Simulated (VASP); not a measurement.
# Ta3N (P4/mmm) in VASP: single point with PBE

Aim: the single point of Ta3N with PBE.

All numbers are computed with VASP 6.6.1; they aren't measurements. Logs are shortened: lines on timing, memory, paths and dates and some standing lists are left out, and cuts for length are marked.

## 1. The cell of the first run

Symmetry: P4/mmm, No. 123, tetragonal system. The conventional cell has a = 4.418 Å, b = 4.418 Å, c = 3.183 Å, α = 90.00°, β = 90.00°, γ = 90.00°. Within 3.6 Å of Ta (site symmetry mmm) lie 10 Ta at 2.72 to 3.18 Å and 4 N at 2.72 Å. Ta (site symmetry 4/mmm) has 10 Ta at 2.72 to 3.18 Å and 4 N at 3.12 Å within 3.6 Å. N (site symmetry 4/mmm) has 12 Ta at 2.72 to 3.12 Å and 2 N at 3.18 Å within 3.6 Å.

## 2. Single point, PBE

INCAR

```
SYSTEM = Ta3N
PREC     = Accurate       ! precision mode
ENCUT    = 600            ! plane-wave cutoff, eV
EDIFF    = 1E-6           ! SCF threshold, eV
ISMEAR   = 0              ! smearing method
SIGMA    = 0.1            ! smearing width, eV
LREAL    = .FALSE.        ! projectors in reciprocal space
LASPH    = .TRUE.         ! aspherical terms in the spheres
NELM     = 120            ! most SCF steps
ALGO     = Normal         ! electronic algorithm
ISIF     = 2              ! what is computed and relaxed
LWAVE    = .FALSE.        ! write WAVECAR
LCHARG   = .FALSE.        ! write CHGCAR
GGA      = PE             ! functional
NBANDS   = 27             ! bands
GGA_COMPAT= .FALSE.
```

KPOINTS

```
Automatic mesh
0
G
  10 10 14
  0 0 0
```

POSCAR

```
Ta3N
1.0
    4.4177808348      0.0000000000      0.0000000000
    0.0000000000      4.4177808348      0.0000000000
    0.0000000000      0.0000000000      3.1826978415
Ta N
3 1
Direct
    0.0000000000      0.5000000000      0.5000000000
    0.5000000000      0.0000000000      0.5000000000
    0.5000000000      0.5000000000      0.0000000000
    0.0000000000      0.0000000000      0.0000000000
```

Potentials or basis: VASP PAW PBE potentials, release 64 (Ta_pv, N).

Command:

```bash
$ cat potpaw_PBE.64/Ta_pv/POTCAR potpaw_PBE.64/N/POTCAR > POTCAR
$ mpirun -np 1 vasp_std > vasp.out
```

OUTCAR:

```text
SYSTEM = Ta3N
   PREC = Accurate
   ENCUT = 600
   EDIFF = 1E-6
   ISMEAR = 0
   LREAL = .FALSE.
   LASPH = .TRUE.
   NELM = 120
   ISIF = 2
   GGA = PE

 ion  position               nearest neighbor table
   1  0.000  0.500  0.500-   3 2.72   3 2.72   3 2.72   3 2.72   2 3.12   2 3.12   2 3.12   2 3.12

   2  0.500  0.000  0.500-   3 2.72   3 2.72   3 2.72   3 2.72   1 3.12   1 3.12   1 3.12   1 3.12

   3  0.500  0.500  0.000-   1 2.72   2 2.72   1 2.72   2 2.72   2 2.72   2 2.72   1 2.72   1 2.72

   4  0.000  0.000  0.000-

  LATTYP: Found a simple tetragonal cell.
 ALAT       =     4.4177808348
 C/A-ratio  =     0.7204290934

  Lattice vectors:

 A1 = (   4.4177808348,   0.0000000000,   0.0000000000)
 A2 = (   0.0000000000,   4.4177808348,   0.0000000000)
 A3 = (   0.0000000000,   0.0000000000,   3.1826978415)

Analysis of symmetry for initial positions (statically):
=====================================================================
 Subroutine PRICEL returns:
 Original cell was already a primitive cell.

 Routine SETGRP: Setting up the symmetry group for a
 simple tetragonal supercell.

 Subroutine GETGRP returns: Found 16 space group operations
 (whereof 16 operations were pure point group operations)
 out of a pool of 16 trial point group operations.

The static configuration has the point symmetry D_4h.

Analysis of symmetry for dynamics (positions and initial velocities):
=====================================================================
 Subroutine PRICEL returns:
 Original cell was already a primitive cell.

 Routine SETGRP: Setting up the symmetry group for a
 simple tetragonal supercell.

 Subroutine GETGRP returns: Found 16 space group operations
 (whereof 16 operations were pure point group operations)
 out of a pool of 16 trial point group operations.

The dynamic configuration has the point symmetry D_4h.

 Subroutine INISYM returns: Found 16 space group operations
 (whereof 16 operations are pure point group operations),
 and found     1 'primitive' translations

----------------------------------------------------------------------------------------

                                     Primitive cell

  volume of cell :      62.1160

  direct lattice vectors                    reciprocal lattice vectors
     4.417780835  0.000000000  0.000000000     0.226357992  0.000000000  0.000000000
     0.000000000  4.417780835  0.000000000     0.000000000  0.226357992  0.000000000
     0.000000000  0.000000000  3.182697842     0.000000000  0.000000000  0.314198849

[... 88 lines left out ...]
   LREAL  =      F    real-space projection
   EDIFFG = 0.1E-04   stopping-criterion for IOM
   NSW    =      0    number of steps for IOM
   IBRION =     -1    ionic relax: 0-MD 1-quasi-New 2-CG
   NFREE  =      0    steps in history (QN), initial steepest desc. (CG)
   ISIF   =      2    stress and relaxation
   ISYM   =      2    0-nonsym 1-usesym 2-fastsym
   POTIM  = 0.5000    time-step for ionic-motion
   TEBEG  =    0.0;   TEEND  =   0.0 temperature during run
   PSTRESS=    0.0 pullay stress
   NELECT =      38.0000    total number of electrons
   NUPDOWN=      -1.0000    fix difference up-down
   EMIN   =  10.00;   EMAX   =-10.00  energy-range for DOS
   EFERMI =   0.00;   METHOD = LEGACY
   ISMEAR =     0;   SIGMA  =   0.10  broadening in eV -4-tet -1-fermi 0-gaus
   EFERMI_NEDOS =   21; number of points for ismear=-14 and -15
   IALGO  =     38    algorithm
   IMIX   =      4    mixing-type and parameters
     AMIX     =   0.40;   BMIX     =  1.00
     AMIX_MAG =   1.60;   BMIX_MAG =  1.00
  volume/ion in A,a.u.               =      15.53       104.79
  Fermi-wavevector in a.u.,A,eV,Ry     =   1.389744  2.626235 26.278131  1.931388
  Thomas-Fermi vector in A             =   2.513745
   LORBIT       =      0    0 simple, 1 ext, 2 COOP (PROOUT), +10 PAW based schemes
   GGA     = PE    functional components
   LHFCALC =     F    Hartree Fock is set to
   AEXX    =    0.0000 exact exchange contribution
   IVDW    =     0    specifies the selected vdW correction
   LEPSILON=     F    determine dielectric tensor
   LRPA    =     F    only Hartree local field effects (RPA)
 non-spin polarized calculation
 Gauss-broadening in eV      SIGMA  =   0.10
  energy-cutoff  :      600.00
  volume of cell :       62.12
 maximum number of plane-waves:      2108
 NGX is ok and might be reduce to    36
   NGX = 17   NGY = 17   NGZ = 13

 number of electron      38.0000006 magnetization

 Free energy of the ion-electron system (eV)
  ---------------------------------------------------
  ext. energy  EPLUGINS =         0.00000000
  ---------------------------------------------------
  free energy    TOTEN  =       -40.69474208 eV

  energy without entropy =      -40.67985047  energy(sigma->0) =      -40.68729628

 E-fermi :   6.0518     XC(G=0): -12.4705

 val. band max:        6.0474894941   @ k =   0.5000   0.1000   0.5000
 cond. band min:       6.0527524050   @ k =   0.4000   0.1000   0.4286
 fundamental gap:      0.0052629108
 Fermi energy:         6.0518431413

 k-point     1 :       0.0000    0.0000    0.0000
  band No.  band energies     occupation
      1     -29.0494      2.00000
      2     -29.0494      2.00000
      3     -28.6254      2.00000
      4     -28.6254      2.00000
      5     -28.5948      2.00000
      6     -28.3582      2.00000
[... 709 lines left out ...]
     26      10.2214      0.00000
     27      10.3479      0.00000

 [... further k-points ...]

------------------------ aborting loop because EDIFF is reached ----------------------------------------

  FORCE on cell =-STRESS in cart. coord.  units (eV):
  Direction    XX          YY          ZZ          XY          YZ          ZX
  --------------------------------------------------------------------------------------
  -------------------------------------------------------------------------------------
  Total        0.0362689      0.0362689      0.0874525      0.0000000      0.0000000      0.0000000
  in kB        0.9354955      0.9354955      2.2556869      0.0000000      0.0000000      0.0000000
  external PRESSURE =       1.3755593 kB  Pullay stress =       0.0000000 kB

 VOLUME and BASIS-vectors are now :
 -----------------------------------------------------------------------------
  energy-cutoff  :      600.00
  volume of cell :       62.12
      direct lattice vectors                 reciprocal lattice vectors
     4.417780835  0.000000000  0.000000000     0.226357992  0.000000000  0.000000000
     0.000000000  4.417780835  0.000000000     0.000000000  0.226357992  0.000000000
     0.000000000  0.000000000  3.182697842     0.000000000  0.000000000  0.314198849

 POSITION                                       TOTAL-FORCE (eV/Angst)
 -----------------------------------------------------------------------------------
      0.00000      2.20889      1.59135         0.000000      0.000000      0.000000
      2.20889      0.00000      1.59135         0.000000      0.000000      0.000000
      2.20889      2.20889      0.00000         0.000000      0.000000      0.000000
      0.00000      0.00000      0.00000         0.000000      0.000000      0.000000
 -----------------------------------------------------------------------------------
    total drift:                                0.000000      0.000000      0.000000

  FREE ENERGIE OF THE ION-ELECTRON SYSTEM (eV)
  ---------------------------------------------------
  free  energy   TOTEN  =       -40.6947420849 eV

  energy  without entropy=      -40.6798504687  energy(sigma->0) =      -40.68729628
```

OSZICAR:

```text
N       E                     dE             d eps       ncg     rms          rms(c)
DAV:   1     0.355667108820E+03    0.35567E+03   -0.22760E+04  9072   0.163E+03
DAV:   2    -0.267394896504E+02   -0.38241E+03   -0.37292E+03 10307   0.450E+02
DAV:   3    -0.432552611915E+02   -0.16516E+02   -0.16063E+02 11743   0.838E+01
DAV:   4    -0.435648094766E+02   -0.30955E+00   -0.30766E+00 11337   0.110E+01
DAV:   5    -0.435693333015E+02   -0.45238E-02   -0.45145E-02 11796   0.120E+00    0.244E+01
DAV:   6    -0.415923474947E+02    0.19770E+01   -0.13245E+01 12646   0.266E+01    0.136E+01
DAV:   7    -0.408833849518E+02    0.70896E+00   -0.33495E+00 12677   0.111E+01    0.785E+00
DAV:   8    -0.407083980466E+02    0.17499E+00   -0.76668E-01 12202   0.629E+00    0.133E+00
DAV:   9    -0.406951398393E+02    0.13258E-01   -0.12060E-01 12004   0.290E+00    0.575E-01
DAV:  10    -0.406946671630E+02    0.47268E-03   -0.10179E-02 11010   0.675E-01    0.247E-01
DAV:  11    -0.406947454391E+02   -0.78276E-04   -0.50463E-04 11824   0.158E-01    0.694E-02
DAV:  12    -0.406947440694E+02    0.13697E-05   -0.28467E-05 11849   0.362E-02    0.147E-02
DAV:  13    -0.406947427284E+02    0.13410E-05   -0.30837E-06  9760   0.131E-02    0.297E-03
DAV:  14    -0.406947420849E+02    0.64355E-06   -0.30030E-07  6042   0.408E-03
   1 F= -.40694742E+02 E0= -.40687296E+02  d E =-.148916E-01
```

stdout:

```text
POSCAR found type information on POSCAR TaN
 POSCAR found :  2 types and       4 ions
 scaLAPACK will be used
 LDA part: xc-table for (Slater+PW92), standard interpolation
 POSCAR, INCAR and KPOINTS ok, starting setup
 FFT: planning ... GRIDC
 FFT: planning ... GRID_SOFT
 FFT: planning ... GRID
 WAVECAR not read
 entering main loop
```

It took 6.3 min on 1 thread of Intel Xeon 8259CL, shared host; peak memory 0.4 GiB.

What came out:

```yaml
Free_energy: -40.6947 eV
Pressure: 0.1 GPa
Band_gap_on_the_k_mesh: zero (bands 19 and 20 overlap by 1.08 eV)
```

Caveat: spin-orbit coupling is left out, which moves the levels of the heavy elements.
